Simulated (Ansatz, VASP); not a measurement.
**One calculation of InSe, two programs**

The input INCAR:

```
PREC = Accurate ; ENCUT = 520
EDIFF = 1E-7 ; ISMEAR = -1
SIGMA = 0.05 ; LREAL = False
LASPH = True ; NELM = 80
ALGO = Normal ; ISIF = 2
LWAVE = False ; LCHARG = True
GGA = PS ; LELF = True
LVHAR = True ; NBANDS = 27
```

File KPOINTS:

```
Automatic mesh
0
Gamma
  6 6 5
```

File POSCAR:

```
InSe
1.0
    5.8263928781     -2.0546489550      0.0000000000
    5.8263928781      2.0546489550      0.0000000000
   -1.7232330140      0.0000000000      4.6759209005
In Se
2 2
Direct
    0.8882032500      0.8882032500      0.0468413600
    0.1117967500      0.1117967500      0.9531586400
    0.6609275900      0.6609275900      0.6689556200
    0.3390724100      0.3390724100      0.3310443800
```

The input input.yaml:

```yaml
crystal:
  lattice:
    - [5.8263928781, -2.054648955, 0.0]
    - [5.8263928781, 2.054648955, 0.0]
    - [-1.723233014, 0.0, 4.6759209005]
  atoms:
    - { symbol: In, position: [0.88820325, 0.88820325, 0.04684136] }
    - { symbol: In, position: [0.11179675, 0.11179675, 0.95315864] }
    - { symbol: Se, position: [0.66092759, 0.66092759, 0.66895562] }
    - { symbol: Se, position: [0.33907241, 0.33907241, 0.33104438] }
hamiltonian:
  xc: pbesol
  pseudopotentials: { kind: paw }
kpoints:
  mp_grid: { grid: [6, 6, 5] }
  band_path:
    path:
      - [[0.0, 0.5, 0.0], [0.0, 0.0, 0.0], [0.0, 0.0, -0.5]]
      - [[0.0, 0.5, -0.5], [0.0, 0.0, 0.0], [-0.5, -0.5, 0.5]]
      - [[-0.5, 0.0, 0.5], [0.0, 0.0, 0.0], [-0.5, -0.5, 0.0]]
      - [[-0.5, 0.0, 0.0], [0.0, 0.0, 0.0]]
    npoints: 14
scf:
  occupations: { method: fermi_dirac, width: 0.05 }
  n_extra_bands: 10
output:
  forces: true
  stress: true
  eigenvalues: true
  fatbands: false
  write_density: true
  write_potential: true
  elf: true
  volumetric_format: npy
```

Alike in both runs: functional PBEsol; k mesh 6 × 6 × 5; occupations fermi-dirac, width 0.05 eV; no spin polarisation.

|  | VASP | Ansatz |
| --- | --- | --- |
| version | VASP 6.6.1 | Ansatz 0.2.0 |
| potentials or method | VASP PAW PBE potentials, release 64 (In_d, Se) | Ansatz PAW |
| plane-wave cutoff (eV) | 520 | 420 |
| valence electrons in the cell | 38 | 58 |
| task | single point | band structure |

VASP gave:

```
gap on the k mesh at the Fermi level (eV)                     : 1.28
least direct gap on the mesh (eV)                             : 1.40
pressure (GPa)                                                : -0.3
traceless stress, the component that is largest in VASP (GPa) : 0.45
rms of the force components (eV/Å)                            : 0.138
```

**Question.** Estimate Ansatz's values.

**Answer.** gap on the k mesh at the Fermi level (eV): 1.29; least direct gap on the mesh (eV): 1.40; pressure (GPa): -0.3; traceless stress, the component that is largest in VASP (GPa): 0.46; rms of the force components (eV/Å): 0.129.

VASP's potentials were made for PBE, not for PBEsol. Atom by atom the forces differ by 0.011 eV/Å (rms over components). The functional is the same, so the differences come from potentials, cutoffs and numerics. VASP's potentials hold 38 valence electrons a cell and Ansatz's 58, so a difference there can come from the potentials and not from the codes.

Noted on Ansatz's run: the k mesh misses the band edges, so the gap on the mesh is wider than the one along the path.
